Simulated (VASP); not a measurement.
## SnTe (rocksalt type): single point with PBE

The system is SnTe (rocksalt type).

```
Sn Te
1.0
     0.00000    2.73338    2.73338
     2.73338    0.00000    2.73338
     2.73338    2.73338    0.00000
Sn Te
1 1
Direct
  0.00000 0.00000 0.00000
  0.50000 0.50000 0.50000
```

```
Program             : VASP 6.6.1
Task                : single point
Functional          : PBE
Potentials or basis : VASP PAW PBE potentials, release 64 (Sn_d, Te)
Cutoff              : 520 eV
k mesh              : 13 × 13 × 13
Occupations         : fermi-dirac, width 0.08 eV
Spin                : no spin polarisation
```

The pressure is 55.1 GPa.

Levels at points of the mesh, in eV from the Fermi level:
```csv
k point,band 8,band 9,band 10,band 11,band 12,band 13
"(0.00, 0.00, 0.00)",-3.39,-3.39,-2.08,3.91,3.91,3.91
```

Run time: 24 s on 1 thread of Intel(R) Xeon(R) 6975P-C (Granite Rapids), on a shared host, peak memory 0.21 GiB.

Caveat: this odd mesh misses L, so gap, dielectric constants and Born charges aren't listed; the cell stands under pressure; spin-orbit coupling is left out, which moves the levels of the heavy elements.
